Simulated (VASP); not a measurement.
# ScPt (Pm-3m) in VASP: further runs

Runs on ScPt. Level: LDA. Tasks: single point.

Everything below comes from runs of VASP 6.6.1. Logs are shortened: lines on timing, memory, paths and dates and some standing lists are left out, and cuts for length are marked.

**1. The cell of the first run**

The structure is cubic, space group Pm-3m (No. 221). Conventional cell: a = 3.208 Å, b = 3.208 Å, c = 3.208 Å, α = 90.00°, β = 90.00°, γ = 90.00°. Within 3.7 Å of Sc (site symmetry m-3m) lie 8 Pt at 2.78 Å and 6 Sc at 3.21 Å. Pt (site symmetry m-3m) has 8 Sc at 2.78 Å and 6 Pt at 3.21 Å within 3.7 Å.

**2. Single point, LDA (volume scaled by 0.98)**

INCAR

```
PREC     = Accurate       # precision mode
ENCUT    = 520            # plane-wave cutoff, eV
EDIFF    = 1E-6           # SCF threshold, eV
ISMEAR   = -1             # smearing method
SIGMA    = 0.15           # smearing width, eV
LREAL    = F              # projectors in reciprocal space
LASPH    = T              # aspherical terms in the spheres
NELM     = 80             # most SCF steps
ALGO     = Fast           # electronic algorithm
ISIF     = 2              # what is computed and relaxed
LWAVE    = F              # write WAVECAR
LCHARG   = F              # write CHGCAR
NBANDS   = 18             # bands
```

KPOINTS

```
regular mesh
0
Gamma
  14 14 14
```

POSCAR

```
ScPt
1.0
    3.2079405987      0.0000000000      0.0000000000
    0.0000000000      3.2079405987      0.0000000000
    0.0000000000      0.0000000000      3.2079405987
Sc Pt
1 1
Direct
    0.5000000000      0.5000000000      0.5000000000
    0.0000000000      0.0000000000      0.0000000000
```

Potentials or basis: VASP PAW LDA potentials, release 64 (Sc_sv, Pt).

The run is started by

```
$ cat potpaw_LDA.64/Sc_sv/POTCAR potpaw_LDA.64/Pt/POTCAR > POTCAR
$ mpirun -np 1 vasp_std > vasp.out
```

OUTCAR:

```text
PREC = Accurate
   ENCUT = 520
   EDIFF = 1E-6
   ISMEAR = -1
   LREAL = F
   LASPH = T
   NELM = 80
   ISIF = 2

 ion  position               nearest neighbor table
   1  0.500  0.500  0.500-   2 2.78   2 2.78   2 2.78   2 2.78   2 2.78   2 2.78   2 2.78   2 2.78

   2  0.000  0.000  0.000-   1 2.78   1 2.78   1 2.78   1 2.78   1 2.78   1 2.78   1 2.78   1 2.78

  LATTYP: Found a simple cubic cell.
 ALAT       =     3.2079405987

  Lattice vectors:

 A1 = (   3.2079405987,   0.0000000000,   0.0000000000)
 A2 = (   0.0000000000,   3.2079405987,   0.0000000000)
 A3 = (   0.0000000000,   0.0000000000,   3.2079405987)

Analysis of symmetry for initial positions (statically):
=====================================================================
 Subroutine PRICEL returns:
 Original cell was already a primitive cell.

 Routine SETGRP: Setting up the symmetry group for a
 simple cubic supercell.

 Subroutine GETGRP returns: Found 48 space group operations
 (whereof 48 operations were pure point group operations)
 out of a pool of 48 trial point group operations.

The static configuration has the point symmetry O_h .

Analysis of symmetry for dynamics (positions and initial velocities):
=====================================================================
 Subroutine PRICEL returns:
 Original cell was already a primitive cell.

 Routine SETGRP: Setting up the symmetry group for a
 simple cubic supercell.

 Subroutine GETGRP returns: Found 48 space group operations
 (whereof 48 operations were pure point group operations)
 out of a pool of 48 trial point group operations.

The dynamic configuration has the point symmetry O_h .

 Subroutine INISYM returns: Found 48 space group operations
 (whereof 48 operations are pure point group operations),
 and found     1 'primitive' translations

----------------------------------------------------------------------------------------

                                     Primitive cell

  volume of cell :      33.0125

  direct lattice vectors                    reciprocal lattice vectors
     3.207940599  0.000000000  0.000000000     0.311726470  0.000000000  0.000000000
     0.000000000  3.207940599  0.000000000     0.000000000  0.311726470  0.000000000
     0.000000000  0.000000000  3.207940599     0.000000000  0.000000000  0.311726470

  length of vectors
     3.207940599  3.207940599  3.207940599     0.311726470  0.311726470  0.311726470

  position of ions in fractional coordinates (direct lattice)
     0.500000000  0.500000000  0.500000000
     0.000000000  0.000000000  0.000000000

  ion indices of the primitive-cell ions
   primitive index   ion index
                 1           1
                 2           2

----------------------------------------------------------------------------------------

 KPOINTS: regular mesh

Automatic generation of k-mesh.
 Grid dimensions read from file:
 generate k-points for:   14   14   14

 Generating k-lattice:

  Cartesian coordinates                     Fractional coordinates (reciprocal lattice)
     0.022266176  0.000000000  0.000000000     0.071428571  0.000000000  0.000000000
     0.000000000  0.022266176  0.000000000     0.000000000  0.071428571  0.000000000
     0.000000000  0.000000000  0.022266176     0.000000000  0.000000000  0.071428571

  Length of vectors
     0.022266176  0.022266176  0.022266176

  Shift w.r.t. Gamma in fractional coordinates (k-lattice)
     0.000000000  0.000000000  0.000000000

 Subroutine IBZKPT returns following result:
 ===========================================

 Found    120 irreducible k-points:

 Following reciprocal coordinates:
            Coordinates               Weight
  0.000000  0.000000  0.000000      1.000000
  0.071429  0.000000  0.000000      6.000000
  0.142857  0.000000  0.000000      6.000000
  0.214286  0.000000  0.000000      6.000000
  0.285714  0.000000  0.000000      6.000000
  0.357143  0.000000  0.000000      6.000000
[... 16 lines left out ...]
  0.285714  0.214286  0.000000     24.000000
  0.357143  0.214286  0.000000     24.000000
 [... further k-points ...]
   k-points           NKPTS =    120   k-points in BZ     NKDIM =    120   number of bands    NBANDS=     18
   number of dos      NEDOS =    301   number of ions     NIONS =      2
   total plane-waves  NPLWV =  13824
   dimension x,y,z NGX =    24 NGY =   24 NGZ =   24
   dimension x,y,z NGXF=    48 NGYF=   48 NGZF=   48
   ions per type =               1   1
   NGX,Y,Z   is equivalent  to a cutoff of  12.44, 12.44, 12.44 a.u.
   NGXF,Y,Z  is equivalent  to a cutoff of  24.88, 24.88, 24.88 a.u.
 SYSTEM =  unknown system
   PREC   = accura    normal or accurate (medium, high low for compatibility)
   ISTART =      0    job   : 0-new  1-cont  2-samecut
   ICHARG =      2    charge: 1-file 2-atom 10-const
   ISPIN  =      1    spin polarized calculation?
   LNONCOLLINEAR =      F non collinear calculations
   LSORBIT =      F    spin-orbit coupling
   LASPH  =      T    aspherical Exc in radial PAW
   ENCUT  =  520.0 eV  38.22 Ry    6.18 a.u.   5.96  5.96  5.96*2*pi/ulx,y,z
   NELM   =     80;   NELMIN=  2; NELMDL= -5     # of ELM steps
   EDIFF  = 0.1E-05   stopping-criterion for ELM
   LREAL  =      F    real-space projection
   EDIFFG = 0.1E-04   stopping-criterion for IOM
   NSW    =      0    number of steps for IOM
   IBRION =     -1    ionic relax: 0-MD 1-quasi-New 2-CG
   NFREE  =      0    steps in history (QN), initial steepest desc. (CG)
   ISIF   =      2    stress and relaxation
   ISYM   =      2    0-nonsym 1-usesym 2-fastsym
   POTIM  = 0.5000    time-step for ionic-motion
   TEBEG  =    0.0;   TEEND  =   0.0 temperature during run
   PSTRESS=    0.0 pullay stress
   NELECT =      21.0000    total number of electrons
   NUPDOWN=      -1.0000    fix difference up-down
   EMIN   =  10.00;   EMAX   =-10.00  energy-range for DOS
   EFERMI =   0.00;   METHOD = LEGACY
   ISMEAR =    -1;   SIGMA  =   0.15  broadening in eV -4-tet -1-fermi 0-gaus
   EFERMI_NEDOS =   21; number of points for ismear=-14 and -15
   IALGO  =     68    algorithm
   IMIX   =      4    mixing-type and parameters
     AMIX     =   0.40;   BMIX     =  1.00
     AMIX_MAG =   1.60;   BMIX_MAG =  1.00
  volume/ion in A,a.u.               =      16.51       111.39
  Fermi-wavevector in a.u.,A,eV,Ry     =   1.407953  2.660646 26.971274  1.982333
  Thomas-Fermi vector in A             =   2.530160
   LORBIT       =      0    0 simple, 1 ext, 2 COOP (PROOUT), +10 PAW based schemes
   GGA     = CA    functional components
   LHFCALC =     F    Hartree Fock is set to
   AEXX    =    0.0000 exact exchange contribution
   IVDW    =     0    specifies the selected vdW correction
   LEPSILON=     F    determine dielectric tensor
   LRPA    =     F    only Hartree local field effects (RPA)
 non-spin polarized calculation
 RMM-DIIS sequential band-by-band and
  energy-cutoff  :      520.00
  volume of cell :       33.01
 maximum number of plane-waves:       912
 NGX is ok and might be reduce to    24
   NGX = 11   NGY = 11   NGZ = 11

 number of electron      21.0000008 magnetization

 Free energy of the ion-electron system (eV)
  ---------------------------------------------------
  ext. energy  EPLUGINS =         0.00000000
  ---------------------------------------------------
  free energy    TOTEN  =       -16.71748498 eV

  energy without entropy =      -16.62546140  energy(sigma->0) =      -16.67147319

 E-fermi :   8.5359     XC(G=0): -12.5412

 val. band max:        8.5341475076   @ k =   0.4286   0.0714   0.0000
 cond. band min:       8.5685579577   @ k =   0.5000   0.0714   0.0714
 fundamental gap:      0.0344104501
 Fermi energy:         8.5358752713

 k-point     1 :       0.0000    0.0000    0.0000
  band No.  band energies     occupation
      1     -40.4782      2.00000
      2     -19.3495      2.00000
      3     -19.3495      2.00000
      4     -19.3495      2.00000
      5       0.1458      2.00000
      6       2.9042      2.00000
[... 10 lines left out ...]
     17      16.1875      0.00000
     18      16.1875      0.00000

 k-point     2 :       0.0714    0.0000    0.0000
  band No.  band energies     occupation
      1     -40.4766      2.00000
      2     -19.3654      2.00000
      3     -19.3489      2.00000
      4     -19.3489      2.00000
      5       0.2460      2.00000
      6       2.9405      2.00000
[... 10 lines left out ...]
     17      16.5340      0.00000
     18      16.5340      0.00000

 k-point     3 :       0.1429    0.0000    0.0000
  band No.  band energies     occupation
      1     -40.4722      2.00000
      2     -19.4096      2.00000
      3     -19.3469      2.00000
      4     -19.3469      2.00000
      5       0.5386      2.00000
      6       3.0459      2.00000
[... 10 lines left out ...]
     17      17.4004      0.00000
     18      17.4004      0.00000

 k-point     4 :       0.2143    0.0000    0.0000
  band No.  band energies     occupation
      1     -40.4659      2.00000
      2     -19.4729      2.00000
      3     -19.3441      2.00000
      4     -19.3441      2.00000
      5       0.9963      2.00000
      6       3.2090      2.00000
[... 375 lines left out ...]
      4     -19.3358      2.00000
      5       1.6917      2.00000
      6       3.5105      2.00000
[... 10 lines left out ...]
     17      16.3572      0.00000
     18      19.6959      0.00000

 k-point    23 :       0.2857    0.2143    0.0000
  band No.  band energies     occupation
      1     -40.4482      2.00000
      2     -19.5261      2.00000
      3     -19.4494      2.00000
      4     -19.3310      2.00000
      5       2.1103      2.00000
      6       3.6378      2.00000
[... 10 lines left out ...]
     17      16.8695      0.00000
     18      20.5637      0.00000

 k-point    24 :       0.3571    0.2143    0.0000
  band No.  band energies     occupation
      1     -40.4424      2.00000
      2     -19.5825      2.00000
      3     -19.4437      2.00000
      4     -19.3267      2.00000
      5       2.4972      2.00000
      6       3.7270      2.00000
[... 10 lines left out ...]
     17      17.6455      0.00000
     18      21.6216      0.00000

 [... further k-points ...]

------------------------ aborting loop because EDIFF is reached ----------------------------------------

  FORCE on cell =-STRESS in cart. coord.  units (eV):
  Direction    XX          YY          ZZ          XY          YZ          ZX
  --------------------------------------------------------------------------------------
  -------------------------------------------------------------------------------------
  Total        0.8554985      0.8554985      0.8554985      0.0000000      0.0000000     -0.0000000
  in kB       41.5193841     41.5193841     41.5193841      0.0000000      0.0000000     -0.0000000
  external PRESSURE =      41.5193841 kB  Pullay stress =       0.0000000 kB

 VOLUME and BASIS-vectors are now :
 -----------------------------------------------------------------------------
  energy-cutoff  :      520.00
  volume of cell :       33.01
      direct lattice vectors                 reciprocal lattice vectors
     3.207940599  0.000000000  0.000000000     0.311726470  0.000000000  0.000000000
     0.000000000  3.207940599  0.000000000     0.000000000  0.311726470  0.000000000
     0.000000000  0.000000000  3.207940599     0.000000000  0.000000000  0.311726470

 POSITION                                       TOTAL-FORCE (eV/Angst)
 -----------------------------------------------------------------------------------
      1.60397      1.60397      1.60397         0.000000      0.000000      0.000000
      0.00000      0.00000      0.00000         0.000000      0.000000      0.000000
 -----------------------------------------------------------------------------------
    total drift:                                0.000000      0.000000     -0.000000

  FREE ENERGIE OF THE ION-ELECTRON SYSTEM (eV)
  ---------------------------------------------------
  free  energy   TOTEN  =       -16.7174849787 eV

  energy  without entropy=      -16.6254614022  energy(sigma->0) =      -16.67147319
```

Wall time 22 s (1 thread of Intel Xeon Platinum 8559C (Emerald Rapids), shared host); peak memory 0.18 GiB.

Results:

- Free energy: -16.7175 eV
- Pressure: 4.2 GPa

Caveat: the cell differs from its parent crystal (volume scaled by 0.98); spin-orbit coupling is left out, which moves the levels of the heavy elements.

**3. Single point, LDA**

This run uses another cell than the first one, of 16.83 Å³/atom, 1.020 times its volume.

INCAR

```
SYSTEM = ScPt
PREC = Accurate
ENCUT = 520
EDIFF = 1E-7
ISMEAR = 0
SIGMA = 0.1
LREAL = .False.
LASPH = .True.
NELM = 80
ALGO = Normal
ISIF = 2
LWAVE = .False.
LCHARG = .True.
LELF = .True.
LVHAR = .True.
NBANDS = 18
```

KPOINTS

```
Automatic mesh
0
Gamma
  14 14 14
  0 0 0
```

POSCAR

```
ScPt
1.0
    3.2290422495      0.0000000000      0.0000000000
    0.0000000000      3.2290422495      0.0000000000
    0.0000000000      0.0000000000      3.2290422495
Sc Pt
1 1
Direct
    0.5000000000      0.5000000000      0.5000000000
    0.0000000000      0.0000000000      0.0000000000
```

Potentials or basis: VASP PAW LDA potentials, release 64 (Sc_sv, Pt).

The run is started by

```
$ cat potpaw_LDA.64/Sc_sv/POTCAR potpaw_LDA.64/Pt/POTCAR > POTCAR
$ mpirun -np 1 vasp_std > vasp.out
```

It took 22 s on 1 thread of Intel Xeon Platinum 8559C (Emerald Rapids), shared host; peak memory 0.18 GiB.

Results (log left out):

```yaml
Free_energy: -16.6863 eV
Pressure: 0.8 GPa
```

Levels at points of the mesh, in eV from the Fermi level:
| k point | band 7 | band 8 | band 9 | band 10 | band 11 | band 12 | band 13 | band 14 |
| --- | --- | --- | --- | --- | --- | --- | --- | --- |
| (0.00, 0.00, 0.00) | -5.48 | -2.94 | -2.94 | -2.94 | 1.50 | 1.50 | 3.63 | 3.63 |
| (0.50, 0.00, 0.00) | -3.39 | -3.33 | -3.33 | -2.50 | -0.85 | -0.20 | 1.20 | 1.20 |
| (0.50, 0.50, 0.00) | -4.05 | -4.05 | -1.61 | -0.79 | 0.39 | 0.39 | 2.04 | 3.71 |
| (0.50, 0.50, 0.50) | -4.45 | -1.55 | -1.55 | -1.49 | -1.49 | -1.49 | 3.30 | 3.84 |

Caveat: spin-orbit coupling is left out, which moves the levels of the heavy elements.
